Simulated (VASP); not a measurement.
# TiAl3 (Amm2) in VASP: notebook

The runs below take TiAl3 through single point, with r2SCAN.

Program: VASP 6.6.1. These are calculated values, not measurements. Logs are shortened: lines on timing, memory, paths and dates and some standing lists are left out, and cuts for length are marked.

**1. The cell of the first run**

Symmetry: Amm2, No. 38, orthorhombic system. The conventional cell has a = 3.956 Å, b = 5.594 Å, c = 5.594 Å, α = 90.00°, β = 90.00°, γ = 90.00°. Ti (site symmetry mm2) has 5 Al at 1.95 to 2.48 Å within 2.6 Å. Within 2.6 Å of Al (site symmetry mm2) lie 1 Ti at 1.95 Å. Al (site symmetry m) has 2 Ti at 2.48 Å and 8 Al at 2.80 Å within 3.3 Å.

**2. Single point, r2SCAN (atom 1 (Ti) moved by (-0.600, -0.600) A along x and y)**

POSCAR

```
TiAl3
1.0
    3.9556712500      0.0000000000      0.0000000000
    0.0000000000      3.9556712500      0.0000000000
    0.0000000000      0.0000000000      3.9556712500
Ti Al
1 3
Direct
   -0.1516809568     -0.1516809568      0.0000000000
    0.5000000000      0.5000000000      0.0000000000
    0.5000000000      0.0000000000      0.5000000000
    0.0000000000      0.5000000000      0.5000000000
```

INCAR.step1

```
PREC     = Accurate       # precision mode
ENCUT    = 520            # plane-wave cutoff, eV
ISMEAR   = 0              # smearing method
SIGMA    = 0.15           # smearing width, eV
LREAL    = F              # projectors in reciprocal space
LASPH    = T              # aspherical terms in the spheres
NELM     = 100            # most SCF steps
NBANDS   = 18             # bands
GGA      = PE             # functional
ALGO     = Normal         # electronic algorithm
EDIFF    = 1E-4           # SCF threshold, eV
LWAVE    = T              # write WAVECAR
LCHARG   = F              # write CHGCAR
```

INCAR.step2

```
PREC     = Accurate       # precision mode
ENCUT    = 520            # plane-wave cutoff, eV
EDIFF    = 1E-6           # SCF threshold, eV
ISMEAR   = 0              # smearing method
SIGMA    = 0.15           # smearing width, eV
LREAL    = F              # projectors in reciprocal space
LASPH    = T              # aspherical terms in the spheres
NELM     = 100            # most SCF steps
ALGO     = Normal         # electronic algorithm
ISIF     = 2              # what is computed and relaxed
LWAVE    = F              # write WAVECAR
LCHARG   = T              # write CHGCAR
METAGGA  = R2SCAN         # meta-GGA
LMIXTAU  = T            
LELF     = T              # ELF
LVHAR    = T            
NBANDS   = 18             # bands
ISTART   = 1
```

KPOINTS

```
regular mesh
0
Gamma
  12 12 12
```

Potentials or basis: VASP PAW PBE potentials, release 64 (Ti_sv, Al).

Started as:

```
$ cat potpaw_PBE.64/Ti_sv/POTCAR potpaw_PBE.64/Al/POTCAR > POTCAR
$ cp INCAR.step1 INCAR
$ mpirun -np 1 vasp_std > vasp.out
$ cp INCAR.step2 INCAR
$ mpirun -np 1 vasp_std > vasp.out
```

OUTCAR:

```text
PREC = Accurate
   ENCUT = 520
   EDIFF = 1E-6
   ISMEAR = 0
   LREAL = F
   LASPH = T
   NELM = 100
   ISIF = 2
   METAGGA = R2SCAN
   ISTART = 1

 ion  position               nearest neighbor table
   1  0.848  0.848  0.000-   2 1.95   3 2.48   4 2.48   3 2.48   4 2.48   2 2.92   2 2.92
   2  0.500  0.500  0.000-   1 1.95   3 2.80   4 2.80   3 2.80   4 2.80   3 2.80   3 2.80   4 2.80
                             4 2.80   1 2.92   1 2.92
   3  0.500  0.000  0.500-   1 2.48   1 2.48   4 2.80   2 2.80   2 2.80   2 2.80   4 2.80   2 2.80
                             4 2.80   4 2.80
   4  0.000  0.500  0.500-   1 2.48   1 2.48   3 2.80   2 2.80   2 2.80   3 2.80   2 2.80   3 2.80
                             2 2.80   3 2.80

  LATTYP: Found a simple cubic cell.
 ALAT       =     3.9556712500

  Lattice vectors:

 A1 = (   3.9556712500,   0.0000000000,   0.0000000000)
 A2 = (   0.0000000000,   3.9556712500,   0.0000000000)
 A3 = (   0.0000000000,   0.0000000000,   3.9556712500)

Analysis of symmetry for initial positions (statically):
=====================================================================
 Subroutine PRICEL returns:
 Original cell was already a primitive cell.

 Routine SETGRP: Setting up the symmetry group for a
 simple cubic supercell.

 Subroutine GETGRP returns: Found  4 space group operations
 (whereof  4 operations were pure point group operations)
 out of a pool of 48 trial point group operations.

The static configuration has the point symmetry C_2v.

Analysis of symmetry for dynamics (positions and initial velocities):
=====================================================================
 Subroutine PRICEL returns:
 Original cell was already a primitive cell.

 Routine SETGRP: Setting up the symmetry group for a
 simple cubic supercell.

 Subroutine GETGRP returns: Found  4 space group operations
 (whereof  4 operations were pure point group operations)
 out of a pool of 48 trial point group operations.

The dynamic configuration has the point symmetry C_2v.

 Subroutine INISYM returns: Found  4 space group operations
 (whereof  4 operations are pure point group operations),
 and found     1 'primitive' translations

----------------------------------------------------------------------------------------

                                     Primitive cell

  volume of cell :      61.8957

  direct lattice vectors                    reciprocal lattice vectors
     3.955671250  0.000000000  0.000000000     0.252801595  0.000000000  0.000000000
     0.000000000  3.955671250  0.000000000     0.000000000  0.252801595  0.000000000
     0.000000000  0.000000000  3.955671250     0.000000000  0.000000000  0.252801595

  length of vectors
     3.955671250  3.955671250  3.955671250     0.252801595  0.252801595  0.252801595

  position of ions in fractional coordinates (direct lattice)
     0.848319043  0.848319043  0.000000000
     0.500000000  0.500000000  0.000000000
     0.500000000  0.000000000  0.500000000
     0.000000000  0.500000000  0.500000000

  ion indices of the primitive-cell ions
   primitive index   ion index
                 1           1
                 2           2
                 3           3
                 4           4

----------------------------------------------------------------------------------------

 KPOINTS: regular mesh

Automatic generation of k-mesh.
 Grid dimensions read from file:
 generate k-points for:   12   12   12

 Generating k-lattice:

  Cartesian coordinates                     Fractional coordinates (reciprocal lattice)
     0.021066800  0.000000000  0.000000000     0.083333333  0.000000000  0.000000000
     0.000000000  0.021066800  0.000000000     0.000000000  0.083333333  0.000000000
     0.000000000  0.000000000  0.021066800     0.000000000  0.000000000  0.083333333

  Length of vectors
     0.021066800  0.021066800  0.021066800

  Shift w.r.t. Gamma in fractional coordinates (k-lattice)
     0.000000000  0.000000000  0.000000000

 Subroutine IBZKPT returns following result:
 ===========================================

 Found    301 irreducible k-points:

 Following reciprocal coordinates:
            Coordinates               Weight
  0.000000  0.000000  0.000000      1.000000
  0.083333  0.000000  0.000000      4.000000
  0.000000  0.000000  0.083333      2.000000
  0.166667  0.000000  0.000000      4.000000
  0.000000  0.000000  0.166667      2.000000
  0.250000  0.000000  0.000000      4.000000
[... 16 lines left out ...]
  0.083333  0.000000  0.250000      8.000000
 -0.083333  0.250000  0.000000      4.000000
 [... further k-points ...]
   k-points           NKPTS =    301   k-points in BZ     NKDIM =    301   number of bands    NBANDS=     18
   number of dos      NEDOS =    301   number of ions     NIONS =      4
   total plane-waves  NPLWV =  27000
   dimension x,y,z NGX =    30 NGY =   30 NGZ =   30
   dimension x,y,z NGXF=    60 NGYF=   60 NGZF=   60
   ions per type =               1   3
   NGX,Y,Z   is equivalent  to a cutoff of  12.61, 12.61, 12.61 a.u.
   NGXF,Y,Z  is equivalent  to a cutoff of  25.22, 25.22, 25.22 a.u.
 SYSTEM =  unknown system
   PREC   = accura    normal or accurate (medium, high low for compatibility)
   ISTART =      1    job   : 0-new  1-cont  2-samecut
   ICHARG =      0    charge: 1-file 2-atom 10-const
   ISPIN  =      1    spin polarized calculation?
   LNONCOLLINEAR =      F non collinear calculations
   LSORBIT =      F    spin-orbit coupling
   LASPH  =      T    aspherical Exc in radial PAW
   ENCUT  =  520.0 eV  38.22 Ry    6.18 a.u.   7.35  7.35  7.35*2*pi/ulx,y,z
   NELM   =    100;   NELMIN=  2; NELMDL=  0     # of ELM steps
   EDIFF  = 0.1E-05   stopping-criterion for ELM
   LREAL  =      F    real-space projection
   EDIFFG = 0.1E-04   stopping-criterion for IOM
   NSW    =      0    number of steps for IOM
   IBRION =     -1    ionic relax: 0-MD 1-quasi-New 2-CG
   NFREE  =      0    steps in history (QN), initial steepest desc. (CG)
   ISIF   =      2    stress and relaxation
   ISYM   =      2    0-nonsym 1-usesym 2-fastsym
   POTIM  = 0.5000    time-step for ionic-motion
   TEBEG  =    0.0;   TEEND  =   0.0 temperature during run
   PSTRESS=    0.0 pullay stress
   NELECT =      21.0000    total number of electrons
   NUPDOWN=      -1.0000    fix difference up-down
   EMIN   =  10.00;   EMAX   =-10.00  energy-range for DOS
   EFERMI =   0.00;   METHOD = LEGACY
   ISMEAR =     0;   SIGMA  =   0.15  broadening in eV -4-tet -1-fermi 0-gaus
   EFERMI_NEDOS =   21; number of points for ismear=-14 and -15
   IALGO  =     38    algorithm
   IMIX   =      4    mixing-type and parameters
     AMIX     =   0.40;   BMIX     =  1.00
     AMIX_MAG =   1.60;   BMIX_MAG =  1.00
  volume/ion in A,a.u.               =      15.47       104.42
  Fermi-wavevector in a.u.,A,eV,Ry     =   1.141811  2.157711 17.738371  1.303733
  Thomas-Fermi vector in A             =   2.278511
   LORBIT       =      0    0 simple, 1 ext, 2 COOP (PROOUT), +10 PAW based schemes
   METAGGA = R2SCAN    functional components
   LHFCALC =     F    Hartree Fock is set to
   AEXX    =    0.0000 exact exchange contribution
   IVDW    =     0    specifies the selected vdW correction
   LEPSILON=     F    determine dielectric tensor
   LRPA    =     F    only Hartree local field effects (RPA)
 non-spin polarized calculation
 Gauss-broadening in eV      SIGMA  =   0.15
  energy-cutoff  :      520.00
  volume of cell :       61.90
 maximum number of plane-waves:      1743
 NGX is ok and might be reduce to    30
   NGX = 15   NGY = 15   NGZ = 15

 number of electron      20.9999997 magnetization

 Free energy of the ion-electron system (eV)
  ---------------------------------------------------
  ext. energy  EPLUGINS =         0.00000000
  ---------------------------------------------------
  free energy    TOTEN  =       -30.14052845 eV

  energy without entropy =      -30.11382146  energy(sigma->0) =      -30.12717496

 E-fermi :   8.7314     XC(G=0): -11.4588

 val. band max:        8.7305339096   @ k =  -0.2500   0.2500   0.0833
 cond. band min:       8.7317794500   @ k =   0.0000   0.0833   0.0833
 fundamental gap:      0.0012455405
 Fermi energy:         8.7313838694

 k-point     1 :       0.0000    0.0000    0.0000
  band No.  band energies     occupation
      1     -49.8347      2.00000
      2     -25.4631      2.00000
      3     -25.1231      2.00000
      4     -25.0795      2.00000
      5      -2.2721      2.00000
      6       5.2703      2.00000
[... 10 lines left out ...]
     17      15.2209      0.00000
     18      15.9381      0.00000

 k-point     2 :       0.0833    0.0000    0.0000
  band No.  band energies     occupation
      1     -49.8346      2.00000
      2     -25.4638      2.00000
      3     -25.1230      2.00000
      4     -25.0802      2.00000
      5      -2.2013      2.00000
      6       4.9689      2.00000
[... 10 lines left out ...]
     17      15.1641      0.00000
     18      15.6663      0.00000

 k-point     3 :       0.0000    0.0000    0.0833
  band No.  band energies     occupation
      1     -49.8346      2.00000
      2     -25.4630      2.00000
      3     -25.1249      2.00000
      4     -25.0793      2.00000
      5      -2.2004      2.00000
      6       5.1049      2.00000
[... 10 lines left out ...]
     17      15.2876      0.00000
     18      16.1109      0.00000

 k-point     4 :       0.1667    0.0000    0.0000
  band No.  band energies     occupation
      1     -49.8345      2.00000
      2     -25.4657      2.00000
      3     -25.1226      2.00000
      4     -25.0821      2.00000
      5      -1.9903      2.00000
      6       4.1376      2.00000
[... 375 lines left out ...]
      4     -25.0845      2.00000
      5      -1.5748      2.00000
      6       3.1983      2.00000
[... 10 lines left out ...]
     17      14.5296      0.00000
     18      14.7542      0.00000

 k-point    23 :       0.0833    0.0000    0.2500
  band No.  band energies     occupation
      1     -49.8341      2.00000
      2     -25.4628      2.00000
      3     -25.1364      2.00000
      4     -25.0789      2.00000
      5      -1.5700      2.00000
      6       3.2962      2.00000
[... 10 lines left out ...]
     17      14.8798      0.00000
     18      15.1401      0.00000

 k-point    24 :      -0.0833    0.2500    0.0000
  band No.  band energies     occupation
      1     -49.8342      2.00000
      2     -25.4689      2.00000
      3     -25.1220      2.00000
      4     -25.0855      2.00000
      5      -1.5738      2.00000
      6       3.2036      2.00000
[... 10 lines left out ...]
     17      13.8703      0.00000
     18      14.9596      0.00000

 [... further k-points ...]
[... 5 lines left out ...]
  --------------------------------------------------------------------------------------
  -------------------------------------------------------------------------------------
  Total       10.7069782     10.7069782      5.9871453      8.6689546      0.0000000      0.0000000
  in kB      277.1513060    277.1513060    154.9779129    224.3968399      0.0000000      0.0000000
  external PRESSURE =     236.4268417 kB  Pullay stress =       0.0000000 kB

 VOLUME and BASIS-vectors are now :
 -----------------------------------------------------------------------------
  energy-cutoff  :      520.00
  volume of cell :       61.90
      direct lattice vectors                 reciprocal lattice vectors
     3.955671250  0.000000000  0.000000000     0.252801595  0.000000000  0.000000000
     0.000000000  3.955671250  0.000000000     0.000000000  0.252801595  0.000000000
     0.000000000  0.000000000  3.955671250     0.000000000  0.000000000  0.252801595

 POSITION                                       TOTAL-FORCE (eV/Angst)
 -----------------------------------------------------------------------------------
      3.35567      3.35567      0.00000         9.791365      9.791365      0.000000
      1.97784      1.97784      0.00000        -7.462662     -7.462662      0.000000
      1.97784      0.00000      1.97784        -2.144957     -0.183746      0.000000
      0.00000      1.97784      1.97784        -0.183746     -2.144957      0.000000
 -----------------------------------------------------------------------------------
    total drift:                               -0.000864     -0.000864     -0.000002

  FREE ENERGIE OF THE ION-ELECTRON SYSTEM (eV)
  ---------------------------------------------------
  free  energy   TOTEN  =       -30.1405284519 eV

  energy  without entropy=      -30.1138214629  energy(sigma->0) =      -30.12717496
```

It took 33 min on 1 thread of AMD EPYC 7R13, shared host; peak memory 0.39 GiB.

What came out:

| Property | Result |
| --- | --- |
| Free energy | -30.1405 eV |
| Pressure | 23.6 GPa |
| Largest force | 13.847 eV/Å |

Forces in eV/Å, atoms in the order of the input:
```
Ti   9.791  9.791  0.000
Al  -7.463 -7.463  0.000
Al  -2.145 -0.184  0.000
Al  -0.184 -2.145  0.000
```

Caveat: the cell differs from its parent crystal (atom 1 (Ti) moved by (-0.600, -0.600) A along x and y); the PAW data sets were made with another functional, which shifts forces and pressure a little.

[end of part 1 of 2]
